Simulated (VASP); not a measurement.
# CuO (F-43m) in VASP: a series of runs

CuO is run at these levels: PBE, PBE+D3(BJ); tasks: single point.

Everything below comes from runs of VASP 6.6.1. Logs are shortened: lines on timing, memory, paths and dates and some standing lists are left out, and cuts for length are marked.

## Step 1: The cell of the first run

It takes space group F-43m (No. 216, cubic). Conventional cell: a = 4.501 Å, b = 4.501 Å, c = 4.501 Å, α = 90.00°, β = 90.00°, γ = 90.00°. Cu (site symmetry -43m) has 4 O at 1.95 Å within 2.6 Å. O (site symmetry -43m) has 4 Cu at 1.95 Å within 2.6 Å.

## Step 2: Single point, PBE, collinear spin, zero start

The input, INCAR:

```
ALGO = Normal
EDIFF = 1E-6
ENCUT = 600
GGA = PE
GGA_COMPAT = F
ISIF = 2
ISMEAR = -1
ISPIN = 2
LASPH = T
LCHARG = F
LMAXMIX = 4
LORBIT = 11
LREAL = F
LWAVE = F
MAGMOM = 0 0
NBANDS = 20
NELM = 200
PREC = Accurate
SIGMA = 0.0862
```

The input, KPOINTS:

```
k-points
0
Gamma
  7 7 7
```

The input, POSCAR:

```
CuO
1.0
    0.0000000000      2.2506257200      2.2506257200
    2.2506257200      0.0000000000      2.2506257200
    2.2506257200      2.2506257200      0.0000000000
Cu O
1 1
Direct
    0.0000000000      0.0000000000      0.0000000000
    0.2500000000      0.2500000000      0.2500000000
```

Potentials or basis: VASP PAW PBE potentials, release 64 (Cu, O).

Run with:

```console
> cat potpaw_PBE.64/Cu/POTCAR potpaw_PBE.64/O/POTCAR > POTCAR
> mpirun -np 1 vasp_std > vasp.out
```

OUTCAR:

```text
EDIFF = 1E-6
   ENCUT = 600
   GGA = PE
   ISIF = 2
   ISMEAR = -1
   ISPIN = 2
   LASPH = T
   LORBIT = 11
   LREAL = F
   NELM = 200
   PREC = Accurate

 ion  position               nearest neighbor table
   1  0.000  0.000  0.000-   2 1.95   2 1.95   2 1.95   2 1.95
   2  0.250  0.250  0.250-   1 1.95   1 1.95   1 1.95   1 1.95

  LATTYP: Found a face centered cubic cell.
 ALAT       =     4.5012514400

  Lattice vectors:

 A1 = (   0.0000000000,   2.2506257200,   2.2506257200)
 A2 = (   2.2506257200,   0.0000000000,   2.2506257200)
 A3 = (   2.2506257200,   2.2506257200,   0.0000000000)

Analysis of symmetry for initial positions (statically):
=====================================================================
 Subroutine PRICEL returns:
 Original cell was already a primitive cell.

 Routine SETGRP: Setting up the symmetry group for a
 face centered cubic supercell.

 Subroutine GETGRP returns: Found 24 space group operations
 (whereof 24 operations were pure point group operations)
 out of a pool of 48 trial point group operations.

The static configuration has the point symmetry T_d .

Analysis of symmetry for dynamics (positions and initial velocities):
=====================================================================
 Subroutine PRICEL returns:
 Original cell was already a primitive cell.

 Routine SETGRP: Setting up the symmetry group for a
 face centered cubic supercell.

 Subroutine GETGRP returns: Found 24 space group operations
 (whereof 24 operations were pure point group operations)
 out of a pool of 48 trial point group operations.

The dynamic configuration has the point symmetry T_d .

Analysis of structural, dynamic, and magnetic symmetry:
=====================================================================
 Subroutine PRICEL returns:
 Original cell was already a primitive cell.

 Routine SETGRP: Setting up the symmetry group for a
 face centered cubic supercell.

 Subroutine GETGRP returns: Found 24 space group operations
 (whereof 24 operations were pure point group operations)
 out of a pool of 48 trial point group operations.

The overall configuration has the point symmetry T_d .

 Subroutine INISYM returns: Found 24 space group operations
 (whereof 24 operations are pure point group operations),
 and found     1 'primitive' translations

----------------------------------------------------------------------------------------

                                     Primitive cell

  volume of cell :      22.8003

  direct lattice vectors                    reciprocal lattice vectors
     0.000000000  2.250625720  2.250625720    -0.222160440  0.222160440  0.222160440
     2.250625720  0.000000000  2.250625720     0.222160440 -0.222160440  0.222160440
     2.250625720  2.250625720  0.000000000     0.222160440  0.222160440 -0.222160440

  length of vectors
     3.182865417  3.182865417  3.182865417     0.384793169  0.384793169  0.384793169

  position of ions in fractional coordinates (direct lattice)
     0.000000000  0.000000000  0.000000000
     0.250000000  0.250000000  0.250000000

  ion indices of the primitive-cell ions
   primitive index   ion index
                 1           1
                 2           2

----------------------------------------------------------------------------------------

 KPOINTS: k-points

Automatic generation of k-mesh.
 Grid dimensions read from file:
 generate k-points for:    7    7    7

 Generating k-lattice:

  Cartesian coordinates                     Fractional coordinates (reciprocal lattice)
    -0.031737206  0.031737206  0.031737206     0.142857143  0.000000000  0.000000000
     0.031737206 -0.031737206  0.031737206     0.000000000  0.142857143  0.000000000
     0.031737206  0.031737206 -0.031737206     0.000000000  0.000000000  0.142857143

  Length of vectors
     0.054970453  0.054970453  0.054970453

  Shift w.r.t. Gamma in fractional coordinates (k-lattice)
     0.000000000  0.000000000  0.000000000

 Subroutine IBZKPT returns following result:
 ===========================================

 Found     20 irreducible k-points:

 Following reciprocal coordinates:
            Coordinates               Weight
  0.000000  0.000000  0.000000      1.000000
  0.142857  0.000000  0.000000      8.000000
  0.285714  0.000000  0.000000      8.000000
  0.428571  0.000000  0.000000      8.000000
  0.142857  0.142857  0.000000      6.000000
  0.285714  0.142857  0.000000     24.000000
[... 12 lines left out ...]
 -0.428571  0.428571  0.142857     24.000000
 -0.285714  0.428571  0.142857     24.000000
   k-points           NKPTS =     20   k-points in BZ     NKDIM =     20   number of bands    NBANDS=     20
   number of dos      NEDOS =    301   number of ions     NIONS =      2
   total plane-waves  NPLWV =  21952
   dimension x,y,z NGX =    28 NGY =   28 NGZ =   28
   dimension x,y,z NGXF=    56 NGYF=   56 NGZF=   56
   ions per type =               1   1
   NGX,Y,Z   is equivalent  to a cutoff of  14.62, 14.62, 14.62 a.u.
   NGXF,Y,Z  is equivalent  to a cutoff of  29.25, 29.25, 29.25 a.u.
 SYSTEM =  unknown system
   PREC   = accura    normal or accurate (medium, high low for compatibility)
   ISTART =      0    job   : 0-new  1-cont  2-samecut
   ICHARG =      2    charge: 1-file 2-atom 10-const
   ISPIN  =      2    spin polarized calculation?
   LNONCOLLINEAR =      F non collinear calculations
   LSORBIT =      F    spin-orbit coupling
   LASPH  =      T    aspherical Exc in radial PAW
   ENCUT  =  600.0 eV  44.10 Ry    6.64 a.u.   6.36  6.36  6.36*2*pi/ulx,y,z
   NELM   =    200;   NELMIN=  2; NELMDL= -5     # of ELM steps
   EDIFF  = 0.1E-05   stopping-criterion for ELM
   LREAL  =      F    real-space projection
   EDIFFG = 0.1E-04   stopping-criterion for IOM
   NSW    =      0    number of steps for IOM
   IBRION =     -1    ionic relax: 0-MD 1-quasi-New 2-CG
   NFREE  =      0    steps in history (QN), initial steepest desc. (CG)
   ISIF   =      2    stress and relaxation
   ISYM   =      2    0-nonsym 1-usesym 2-fastsym
   POTIM  = 0.5000    time-step for ionic-motion
   TEBEG  =    0.0;   TEEND  =   0.0 temperature during run
   PSTRESS=    0.0 pullay stress
   NELECT =      17.0000    total number of electrons
   NUPDOWN=      -1.0000    fix difference up-down
   EMIN   =  10.00;   EMAX   =-10.00  energy-range for DOS
   EFERMI =   0.00;   METHOD = LEGACY
   ISMEAR =    -1;   SIGMA  =   0.09  broadening in eV -4-tet -1-fermi 0-gaus
   EFERMI_NEDOS =   21; number of points for ismear=-14 and -15
   IALGO  =     38    algorithm
   IMIX   =      4    mixing-type and parameters
     AMIX     =   0.40;   BMIX     =  1.00
     AMIX_MAG =   1.60;   BMIX_MAG =  1.00
  volume/ion in A,a.u.               =      11.40        76.93
  Fermi-wavevector in a.u.,A,eV,Ry     =   1.484492  2.805283 29.983383  2.203717
  Thomas-Fermi vector in A             =   2.598022
   LORBIT       =     11    0 simple, 1 ext, 2 COOP (PROOUT), +10 PAW based schemes
   GGA     = PE    functional components
   LHFCALC =     F    Hartree Fock is set to
   AEXX    =    0.0000 exact exchange contribution
   IVDW    =     0    specifies the selected vdW correction
   LEPSILON=     F    determine dielectric tensor
   LRPA    =     F    only Hartree local field effects (RPA)
 spin polarized calculation
  energy-cutoff  :      600.00
  volume of cell :       22.80
 maximum number of plane-waves:       769
 NGX is ok and might be reduce to    28
   NGX = 13   NGY = 13   NGZ = 13

 number of electron      17.0000006 magnetization       0.0000082

 number of electron      17.0000006 magnetization      -0.0000031

 Free energy of the ion-electron system (eV)
  ---------------------------------------------------
  ext. energy  EPLUGINS =         0.00000000
  ---------------------------------------------------
  free energy    TOTEN  =        -9.58388893 eV

  energy without entropy =       -9.52699357  energy(sigma->0) =       -9.55544125

 E-fermi :   4.2039     XC(G=0): -11.1178

 val. band max:        4.2038535038   @ k =   0.4286   0.2857   0.1429
 cond. band min:       4.2156179911   @ k =   0.4286   0.0000   0.0000
 fundamental gap:      0.0117644873
 Fermi energy:         4.2038685296

 spin component 1

 k-point     1 :       0.0000    0.0000    0.0000
  band No.  band energies     occupation
      1     -14.8137      1.00000
      2      -0.8015      1.00000
      3      -0.8015      1.00000
      4      -0.8015      1.00000
      5       2.1016      1.00000
      6       2.1016      1.00000
[... 12 lines left out ...]
     19      27.4419      0.00000
     20      29.6144      0.00000

 k-point     2 :       0.1429    0.0000    0.0000
  band No.  band energies     occupation
      1     -14.6927      1.00000
      2      -1.1019      1.00000
      3      -0.7401      1.00000
      4      -0.7401      1.00000
      5       2.0841      1.00000
      6       2.0841      1.00000
[... 12 lines left out ...]
     19      29.5531      0.00000
     20      32.1290      0.00000

 k-point     3 :       0.2857    0.0000    0.0000
  band No.  band energies     occupation
      1     -14.4105      1.00000
      2      -1.5996      1.00000
      3      -0.6137      1.00000
      4      -0.6137      1.00000
      5       2.1004      1.00000
      6       2.1004      1.00000
[... 12 lines left out ...]
     19      31.9036      0.00000
     20      35.2368      0.00000

 k-point     4 :       0.4286    0.0000    0.0000
  band No.  band energies     occupation
      1     -14.1730      1.00000
      2      -1.8684      1.00000
      3      -0.5289      1.00000
      4      -0.5289      1.00000
      5       2.1956      1.00000
      6       2.1956      1.00000
[... 334 lines left out ...]
     19      32.6291      0.00000
     20      35.8553      0.00000

 k-point    19 :      -0.4286    0.4286    0.1429
  band No.  band energies     occupation
      1     -13.9688      1.00000
      2      -1.6973      1.00000
      3      -0.4668      1.00000
      4      -0.1279      1.00000
      5       1.8901      1.00000
      6       2.1809      1.00000
[... 12 lines left out ...]
     19      34.3960      0.00000
     20      35.7504      0.00000

 k-point    20 :      -0.2857    0.4286    0.1429
  band No.  band energies     occupation
      1     -13.9482      1.00000
      2      -1.3315      1.00000
      3      -0.8319      1.00000
      4      -0.1366      1.00000
      5       1.7818      1.00000
      6       2.1373      1.00000
[... 12 lines left out ...]
     19      34.0983      0.00000
     20      36.3054      0.00000
 Fermi energy:         4.2038685296

 spin component 2

 k-point     1 :       0.0000    0.0000    0.0000
  band No.  band energies     occupation
      1     -14.8137      1.00000
      2      -0.8015      1.00000
      3      -0.8015      1.00000
      4      -0.8015      1.00000
      5       2.1016      1.00000
      6       2.1016      1.00000
[... 12 lines left out ...]
     19      27.4419      0.00000
     20      29.6144      0.00000

 k-point     2 :       0.1429    0.0000    0.0000
  band No.  band energies     occupation
      1     -14.6927      1.00000
      2      -1.1019      1.00000
      3      -0.7401      1.00000
      4      -0.7401      1.00000
      5       2.0841      1.00000
      6       2.0841      1.00000
[... 12 lines left out ...]
     19      29.5531      0.00000
     20      32.1290      0.00000

 k-point     3 :       0.2857    0.0000    0.0000
  band No.  band energies     occupation
      1     -14.4104      1.00000
      2      -1.5996      1.00000
      3      -0.6137      1.00000
      4      -0.6137      1.00000
      5       2.1004      1.00000
      6       2.1004      1.00000
[... 12 lines left out ...]
     19      31.9036      0.00000
     20      35.2368      0.00000

 k-point     4 :       0.4286    0.0000    0.0000
  band No.  band energies     occupation
      1     -14.1730      1.00000
      2      -1.8684      1.00000
      3      -0.5289      1.00000
      4      -0.5289      1.00000
      5       2.1956      1.00000
      6       2.1956      1.00000
[... 337 lines left out ...]
 k-point    19 :      -0.4286    0.4286    0.1429
  band No.  band energies     occupation
      1     -13.9688      1.00000
      2      -1.6973      1.00000
      3      -0.4668      1.00000
      4      -0.1279      1.00000
      5       1.8901      1.00000
      6       2.1809      1.00000
[... 12 lines left out ...]
     19      34.3960      0.00000
     20      35.7504      0.00000

 k-point    20 :      -0.2857    0.4286    0.1429
  band No.  band energies     occupation
      1     -13.9482      1.00000
      2      -1.3315      1.00000
      3      -0.8319      1.00000
      4      -0.1366      1.00000
      5       1.7818      1.00000
      6       2.1373      1.00000
[... 12 lines left out ...]
     19      34.0983      0.00000
     20      36.3054      0.00000

------------------------ aborting loop because EDIFF is reached ----------------------------------------

  FORCE on cell =-STRESS in cart. coord.  units (eV):
  Direction    XX          YY          ZZ          XY          YZ          ZX
  --------------------------------------------------------------------------------------
  -------------------------------------------------------------------------------------
  Total        0.4037200      0.4037200      0.4037200      0.0000000      0.0000000      0.0000000
  in kB       28.3694588     28.3694588     28.3694588      0.0000000      0.0000000      0.0000000
  external PRESSURE =      28.3694588 kB  Pullay stress =       0.0000000 kB

 VOLUME and BASIS-vectors are now :
 -----------------------------------------------------------------------------
  energy-cutoff  :      600.00
  volume of cell :       22.80
      direct lattice vectors                 reciprocal lattice vectors
     0.000000000  2.250625720  2.250625720    -0.222160440  0.222160440  0.222160440
     2.250625720  0.000000000  2.250625720     0.222160440 -0.222160440  0.222160440
     2.250625720  2.250625720  0.000000000     0.222160440  0.222160440 -0.222160440

 POSITION                                       TOTAL-FORCE (eV/Angst)
 -----------------------------------------------------------------------------------
      0.00000      0.00000      0.00000         0.000000      0.000000      0.000000
      1.12531      1.12531      1.12531        -0.000000     -0.000000     -0.000000
 -----------------------------------------------------------------------------------
    total drift:                               -0.000000     -0.000000      0.000000

  FREE ENERGIE OF THE ION-ELECTRON SYSTEM (eV)
  ---------------------------------------------------
  free  energy   TOTEN  =        -9.5838889278 eV

  energy  without entropy=       -9.5269935737  energy(sigma->0) =       -9.55544125

 total charge

# of ion       s       p       d       tot
------------------------------------------
    1        0.359   0.415   9.119   9.893
    2        1.558   3.392   0.000   4.951
--------------------------------------------------
tot          1.917   3.807   9.119  14.843

 magnetization (x)

# of ion       s       p       d       tot
------------------------------------------
    1        0.000   0.000   0.000   0.000
    2        0.000   0.000   0.000   0.000
--------------------------------------------------
tot          0.000   0.000   0.000   0.000
```

It took 24 s on 1 thread of Intel Xeon 8259CL, shared host; peak memory 0.18 GiB.

What came out:

- Free energy: -9.5839 eV
- Pressure: 2.8 GPa
- Net moment: 0.00 μB per cell
- Valence electrons inside the program's atomic spheres: Cu 9.89; O 4.95

Levels at points of the mesh, in eV from the Fermi level:
Spin up:
```tsv
k point	band 6	band 7	band 8	band 9	band 10	band 11	band 12	band 13
(0.00, 0.00, 0.00)	-2.10	0.79	0.79	0.79	0.98	14.44	14.44	14.44
```
Spin down:
```
           k point  band 6  band 7  band 8  band 9  band 10  band 11  band 12  band 13
(0.00, 0.00, 0.00)   -2.10    0.79    0.79    0.79     0.98    14.44    14.44    14.44
```

Caveat: no moment was typed at the start, so none could form; semilocal functionals often make such compounds metallic where correlation or magnetic order opens a gap, which also shifts bond lengths.

(Part 1 of 2 ends here.)
